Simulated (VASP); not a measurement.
# Tl3O (Pm-3m) in VASP: a series of runs

Tl3O is run at these levels: r2SCAN; tasks: single point.

All numbers are computed with VASP 6.6.1; they aren't measurements. Logs are shortened: lines on timing, memory, paths and dates and some standing lists are left out, and cuts for length are marked.

**1. The cell of the first run**

Symmetry: Pm-3m, No. 221, cubic system. Conventional cell: a = 4.525 Å, b = 4.525 Å, c = 4.525 Å, α = 90.00°, β = 90.00°, γ = 90.00°. Tl (site symmetry 4/mmm) has 8 Tl at 3.20 Å and 4 O at 3.20 Å within 4.2 Å. O (site symmetry m-3m) has 12 Tl at 3.20 Å within 4.2 Å.

**2. Single point, r2SCAN**

Input file POSCAR:

```
Tl3O
1.0
    4.5252359442      0.0000000000      0.0000000000
    0.0000000000      4.5252359442      0.0000000000
    0.0000000000      0.0000000000      4.5252359442
Tl O
3 1
Direct
    0.0000000000      0.5000000000      0.5000000000
    0.5000000000      0.0000000000      0.5000000000
    0.5000000000      0.5000000000      0.0000000000
    0.0000000000      0.0000000000      0.0000000000
```

Input file INCAR.step1:

```
  PREC = Accurate
  ENCUT = 520
  ISMEAR = 0
  SIGMA = 0.1
  LREAL = F
  LASPH = T
  NELM = 80
  NBANDS = 30
  GGA = PE
  ALGO = Normal
  EDIFF = 1E-4
  LWAVE = T
  LCHARG = F
```

Input file INCAR.step2:

```
  PREC = Accurate
  ENCUT = 520
  EDIFF = 1E-6
  ISMEAR = 0
  SIGMA = 0.1
  LREAL = F
  LASPH = T
  NELM = 80
  ALGO = Normal
  ISIF = 2
  LWAVE = F
  LCHARG = F
  METAGGA = R2SCAN
  LMIXTAU = T
  NBANDS = 30
  ISTART = 1
```

Input file KPOINTS:

```
Automatic mesh
0
Gamma
  4 4 4
```

Potentials or basis: VASP PAW PBE potentials, release 64 (Tl_d, O).

Started as:

```bash
> cat potpaw_PBE.64/Tl_d/POTCAR potpaw_PBE.64/O/POTCAR > POTCAR
> cp INCAR.step1 INCAR
> mpirun -np 1 vasp_std > vasp.out
> cp INCAR.step2 INCAR
> mpirun -np 1 vasp_std > vasp.out
```

OUTCAR:

```text
PREC = Accurate
   ENCUT = 520
   EDIFF = 1E-6
   ISMEAR = 0
   LREAL = F
   LASPH = T
   NELM = 80
   ISIF = 2
   METAGGA = R2SCAN
   ISTART = 1

 ion  position               nearest neighbor table
   1  0.000  0.500  0.500-   2 3.20   3 3.20   3 3.20   2 3.20   2 3.20   3 3.20   3 3.20   2 3.20

   2  0.500  0.000  0.500-   1 3.20   3 3.20   3 3.20   1 3.20   3 3.20   3 3.20   1 3.20   1 3.20

   3  0.500  0.500  0.000-   1 3.20   2 3.20   1 3.20   2 3.20   2 3.20   2 3.20   1 3.20   1 3.20

   4  0.000  0.000  0.000-

  LATTYP: Found a simple cubic cell.
 ALAT       =     4.5252359442

  Lattice vectors:

 A1 = (   4.5252359442,   0.0000000000,   0.0000000000)
 A2 = (   0.0000000000,   4.5252359442,   0.0000000000)
 A3 = (   0.0000000000,   0.0000000000,   4.5252359442)

Analysis of symmetry for initial positions (statically):
=====================================================================
 Subroutine PRICEL returns:
 Original cell was already a primitive cell.

 Routine SETGRP: Setting up the symmetry group for a
 simple cubic supercell.

 Subroutine GETGRP returns: Found 48 space group operations
 (whereof 48 operations were pure point group operations)
 out of a pool of 48 trial point group operations.

The static configuration has the point symmetry O_h .

Analysis of symmetry for dynamics (positions and initial velocities):
=====================================================================
 Subroutine PRICEL returns:
 Original cell was already a primitive cell.

 Routine SETGRP: Setting up the symmetry group for a
 simple cubic supercell.

 Subroutine GETGRP returns: Found 48 space group operations
 (whereof 48 operations were pure point group operations)
 out of a pool of 48 trial point group operations.

The dynamic configuration has the point symmetry O_h .

 Subroutine INISYM returns: Found 48 space group operations
 (whereof 48 operations are pure point group operations),
 and found     1 'primitive' translations

----------------------------------------------------------------------------------------

                                     Primitive cell

  volume of cell :      92.6667

  direct lattice vectors                    reciprocal lattice vectors
     4.525235944  0.000000000  0.000000000     0.220982953  0.000000000  0.000000000
     0.000000000  4.525235944  0.000000000     0.000000000  0.220982953  0.000000000
     0.000000000  0.000000000  4.525235944     0.000000000  0.000000000  0.220982953

  length of vectors
     4.525235944  4.525235944  4.525235944     0.220982953  0.220982953  0.220982953

  position of ions in fractional coordinates (direct lattice)
     0.000000000  0.500000000  0.500000000
     0.500000000  0.000000000  0.500000000
     0.500000000  0.500000000  0.000000000
     0.000000000  0.000000000  0.000000000

  ion indices of the primitive-cell ions
   primitive index   ion index
                 1           1
                 2           2
                 3           3
                 4           4

----------------------------------------------------------------------------------------

 KPOINTS: Automatic mesh

Automatic generation of k-mesh.
 Grid dimensions read from file:
 generate k-points for:    4    4    4

 Generating k-lattice:

  Cartesian coordinates                     Fractional coordinates (reciprocal lattice)
     0.055245738  0.000000000  0.000000000     0.250000000  0.000000000  0.000000000
     0.000000000  0.055245738  0.000000000     0.000000000  0.250000000  0.000000000
     0.000000000  0.000000000  0.055245738     0.000000000  0.000000000  0.250000000

  Length of vectors
     0.055245738  0.055245738  0.055245738

  Shift w.r.t. Gamma in fractional coordinates (k-lattice)
     0.000000000  0.000000000  0.000000000

 Subroutine IBZKPT returns following result:
 ===========================================

 Found     10 irreducible k-points:

 Following reciprocal coordinates:
            Coordinates               Weight
  0.000000  0.000000  0.000000      1.000000
  0.250000  0.000000  0.000000      6.000000
  0.500000  0.000000  0.000000      3.000000
  0.250000  0.250000  0.000000     12.000000
  0.500000  0.250000  0.000000     12.000000
  0.500000  0.500000  0.000000      3.000000
  0.250000  0.250000  0.250000      8.000000
  0.500000  0.250000  0.250000     12.000000
  0.500000  0.500000  0.250000      6.000000
  0.500000  0.500000  0.500000      1.000000
   k-points           NKPTS =     10   k-points in BZ     NKDIM =     10   number of bands    NBANDS=     30
   number of dos      NEDOS =    301   number of ions     NIONS =      4
   total plane-waves  NPLWV =  46656
   dimension x,y,z NGX =    36 NGY =   36 NGZ =   36
   dimension x,y,z NGXF=    72 NGYF=   72 NGZF=   72
   ions per type =               3   1
   NGX,Y,Z   is equivalent  to a cutoff of  13.23, 13.23, 13.23 a.u.
   NGXF,Y,Z  is equivalent  to a cutoff of  26.45, 26.45, 26.45 a.u.
 SYSTEM =  unknown system
   PREC   = accura    normal or accurate (medium, high low for compatibility)
   ISTART =      1    job   : 0-new  1-cont  2-samecut
   ICHARG =      0    charge: 1-file 2-atom 10-const
   ISPIN  =      1    spin polarized calculation?
   LNONCOLLINEAR =      F non collinear calculations
   LSORBIT =      F    spin-orbit coupling
   LASPH  =      T    aspherical Exc in radial PAW
   ENCUT  =  520.0 eV  38.22 Ry    6.18 a.u.   8.41  8.41  8.41*2*pi/ulx,y,z
   NELM   =     80;   NELMIN=  2; NELMDL=  0     # of ELM steps
   EDIFF  = 0.1E-05   stopping-criterion for ELM
   LREAL  =      F    real-space projection
   EDIFFG = 0.1E-04   stopping-criterion for IOM
   NSW    =      0    number of steps for IOM
   IBRION =     -1    ionic relax: 0-MD 1-quasi-New 2-CG
   NFREE  =      0    steps in history (QN), initial steepest desc. (CG)
   ISIF   =      2    stress and relaxation
   ISYM   =      2    0-nonsym 1-usesym 2-fastsym
   POTIM  = 0.5000    time-step for ionic-motion
   TEBEG  =    0.0;   TEEND  =   0.0 temperature during run
   PSTRESS=    0.0 pullay stress
   NELECT =      45.0000    total number of electrons
   NUPDOWN=      -1.0000    fix difference up-down
   EMIN   =  10.00;   EMAX   =-10.00  energy-range for DOS
   EFERMI =   0.00;   METHOD = LEGACY
   ISMEAR =     0;   SIGMA  =   0.10  broadening in eV -4-tet -1-fermi 0-gaus
   EFERMI_NEDOS =   21; number of points for ismear=-14 and -15
   IALGO  =     38    algorithm
   IMIX   =      4    mixing-type and parameters
     AMIX     =   0.40;   BMIX     =  1.00
     AMIX_MAG =   1.60;   BMIX_MAG =  1.00
  volume/ion in A,a.u.               =      23.17       156.34
  Fermi-wavevector in a.u.,A,eV,Ry     =   1.286780  2.431662 22.528579  1.655804
  Thomas-Fermi vector in A             =   2.418834
   LORBIT       =      0    0 simple, 1 ext, 2 COOP (PROOUT), +10 PAW based schemes
   METAGGA = R2SCAN    functional components
   LHFCALC =     F    Hartree Fock is set to
   AEXX    =    0.0000 exact exchange contribution
   IVDW    =     0    specifies the selected vdW correction
   LEPSILON=     F    determine dielectric tensor
   LRPA    =     F    only Hartree local field effects (RPA)
 non-spin polarized calculation
 Gauss-broadening in eV      SIGMA  =   0.10
  energy-cutoff  :      520.00
  volume of cell :       92.67
 maximum number of plane-waves:      2517
 NGX is ok and might be reduce to    36
   NGX = 17   NGY = 17   NGZ = 17

 number of electron      45.0000012 magnetization

 Free energy of the ion-electron system (eV)
  ---------------------------------------------------
  ext. energy  EPLUGINS =         0.00000000
  ---------------------------------------------------
  free energy    TOTEN  =      -165.45567479 eV

  energy without entropy =     -165.44864584  energy(sigma->0) =     -165.45216031

 E-fermi :   6.5030     XC(G=0): -10.8984

 val. band max:        5.8294729600   @ k =   0.5000   0.2500   0.2500
 cond. band min:       6.5745374620   @ k =   0.2500   0.2500   0.0000
 fundamental gap:      0.7450645020
 Fermi energy:         6.5029818262

 k-point     1 :       0.0000    0.0000    0.0000
  band No.  band energies     occupation
      1     -10.8805      2.00000
      2      -7.0562      2.00000
      3      -6.8901      2.00000
      4      -6.8901      2.00000
      5      -6.8901      2.00000
      6      -6.4938      2.00000
[... 22 lines left out ...]
     29      13.0179      0.00000
     30      15.4760      0.00000

 k-point     2 :       0.2500    0.0000    0.0000
  band No.  band energies     occupation
      1     -10.8525      2.00000
      2      -6.8947      2.00000
      3      -6.8661      2.00000
      4      -6.7331      2.00000
      5      -6.7331      2.00000
      6      -6.4677      2.00000
[... 22 lines left out ...]
     29      13.3776      0.00000
     30      14.4147      0.00000

 k-point     3 :       0.5000    0.0000    0.0000
  band No.  band energies     occupation
      1     -10.8243      2.00000
      2      -6.8406      2.00000
      3      -6.6744      2.00000
      4      -6.4388      2.00000
      5      -6.3600      2.00000
      6      -6.3600      2.00000
[... 22 lines left out ...]
     29      11.0083      0.00000
     30      14.1971      0.00000

 k-point     4 :       0.2500    0.2500    0.0000
  band No.  band energies     occupation
      1     -10.8338      2.00000
      2      -6.8081      2.00000
      3      -6.7644      2.00000
      4      -6.6594      2.00000
      5      -6.6220      2.00000
      6      -6.3988      2.00000
[... 154 lines left out ...]
     29      14.2925      0.00000
     30      14.5692      0.00000

 k-point     9 :       0.5000    0.5000    0.2500
  band No.  band energies     occupation
      1     -10.8127      2.00000
      2      -6.6927      2.00000
      3      -6.6927      2.00000
      4      -6.6791      2.00000
      5      -6.4369      2.00000
      6      -6.4369      2.00000
[... 22 lines left out ...]
     29      14.6546      0.00000
     30      15.8763      0.00000

 k-point    10 :       0.5000    0.5000    0.5000
  band No.  band energies     occupation
      1     -10.8200      2.00000
      2      -6.7908      2.00000
      3      -6.7908      2.00000
      4      -6.7908      2.00000
      5      -6.4709      2.00000
      6      -6.4709      2.00000
[... 22 lines left out ...]
     29      16.2342      0.00000
     30      17.6888      0.00000

------------------------ aborting loop because EDIFF is reached ----------------------------------------

  FORCE on cell =-STRESS in cart. coord.  units (eV):
  Direction    XX          YY          ZZ          XY          YZ          ZX
  --------------------------------------------------------------------------------------
  -------------------------------------------------------------------------------------
  Total        0.2644525      0.2644525      0.2644525      0.0000000     -0.0000000     -0.0000000
  in kB        4.5722979      4.5722979      4.5722979      0.0000000     -0.0000000     -0.0000000
  external PRESSURE =       4.5722979 kB  Pullay stress =       0.0000000 kB

 VOLUME and BASIS-vectors are now :
 -----------------------------------------------------------------------------
  energy-cutoff  :      520.00
  volume of cell :       92.67
      direct lattice vectors                 reciprocal lattice vectors
     4.525235944  0.000000000  0.000000000     0.220982953  0.000000000  0.000000000
     0.000000000  4.525235944  0.000000000     0.000000000  0.220982953  0.000000000
     0.000000000  0.000000000  4.525235944     0.000000000  0.000000000  0.220982953

 POSITION                                       TOTAL-FORCE (eV/Angst)
 -----------------------------------------------------------------------------------
      0.00000      2.26262      2.26262         0.000000      0.000000      0.000000
      2.26262      0.00000      2.26262         0.000000      0.000000      0.000000
      2.26262      2.26262      0.00000         0.000000      0.000000      0.000000
      0.00000      0.00000      0.00000         0.000000      0.000000      0.000000
 -----------------------------------------------------------------------------------
    total drift:                                0.000000      0.000000      0.000000

  FREE ENERGIE OF THE ION-ELECTRON SYSTEM (eV)
  ---------------------------------------------------
  free  energy   TOTEN  =      -165.4556747858 eV

  energy  without entropy=     -165.4486458399  energy(sigma->0) =     -165.45216031
```

Run time: 2.6 min. Hardware: 1 thread of Intel Xeon 8259CL, shared host; peak memory 0.22 GiB.

Results:

- Free energy: -165.4557 eV
- Pressure: 0.5 GPa
- Band gap on the k mesh: zero (an odd number of electrons rules out a gap without spin polarisation)

Caveat: the PAW data sets were made with another functional, which shifts forces and pressure a little; spin-orbit coupling is left out, which moves the levels of the heavy elements; an odd number of electrons without spin polarisation forces a metal; a magnetic or distorted state may lie lower.

**3. Single point, r2SCAN**

This run uses another cell than the first one, of 23.31 Å³/atom.

Input file POSCAR:

```
Tl3O
1.0
    4.5347962392      0.0000000000      0.0000000000
    0.0000000000      4.5347962392      0.0000000000
    0.0000000000      0.0000000000      4.5347962392
Tl O
3 1
Direct
    0.0000000000      0.5000000000      0.5000000000
    0.5000000000      0.0000000000      0.5000000000
    0.5000000000      0.5000000000      0.0000000000
    0.0000000000      0.0000000000      0.0000000000
```

Input file INCAR.step1:

```
PREC = Accurate ; ENCUT = 520
ISMEAR = 0 ; SIGMA = 0.1
LREAL = False ; LASPH = True
NELM = 100 ; NBANDS = 30
GGA = PE ; ALGO = Normal
EDIFF = 1E-4 ; LWAVE = True
LCHARG = False
```

Input file INCAR.step2:

```
PREC = Accurate ; ENCUT = 520
EDIFF = 1E-6 ; ISMEAR = 0
SIGMA = 0.1 ; LREAL = False
LASPH = True ; NELM = 100
ALGO = Normal ; ISIF = 2
LWAVE = False ; LCHARG = False
METAGGA = R2SCAN ; LMIXTAU = True
NBANDS = 30 ; ISTART = 1
```

Input file KPOINTS:

```
regular mesh
0
Gamma
  10 10 10
```

Potentials or basis: VASP PAW PBE potentials, release 64 (Tl_d, O).

Started as:

```bash
> cat potpaw_PBE.64/Tl_d/POTCAR potpaw_PBE.64/O/POTCAR > POTCAR
> cp INCAR.step1 INCAR
> mpirun -np 1 vasp_std > vasp.out
> cp INCAR.step2 INCAR
> mpirun -np 1 vasp_std > vasp.out
```

Wall time 9.2 min (1 thread of Intel Xeon 8259CL, shared host); peak memory 0.3 GiB.

Results (log left out):

```
Free energy            : -165.4039 eV
Pressure               : 0.0 GPa
Band gap on the k mesh : zero (an odd number of electrons rules out a gap without spin polarisation)
```

Levels at points of the mesh, in eV from the Fermi level:
| k point | band 20 | band 21 | band 22 | band 23 | band 24 | band 25 |
| --- | --- | --- | --- | --- | --- | --- |
| (0.00, 0.00, 0.00) | -2.38 | -2.38 | -2.38 | 0.65 | 0.65 | 0.65 |
| (0.50, 0.00, 0.00) | -1.57 | -1.57 | -0.94 | 0.82 | 0.82 | 3.55 |
| (0.50, 0.50, 0.00) | -1.29 | -0.95 | -0.95 | -0.81 | 1.82 | 3.33 |
| (0.50, 0.50, 0.50) | -3.75 | -3.06 | -3.06 | -3.06 | 1.64 | 1.64 |

Caveat: the PAW data sets were made with another functional, which shifts forces and pressure a little; spin-orbit coupling is left out, which moves the levels of the heavy elements; an odd number of electrons without spin polarisation forces a metal; a magnetic or distorted state may lie lower.

The gap in the log of VASP goes by the Fermi energy; the results here count the filled bands.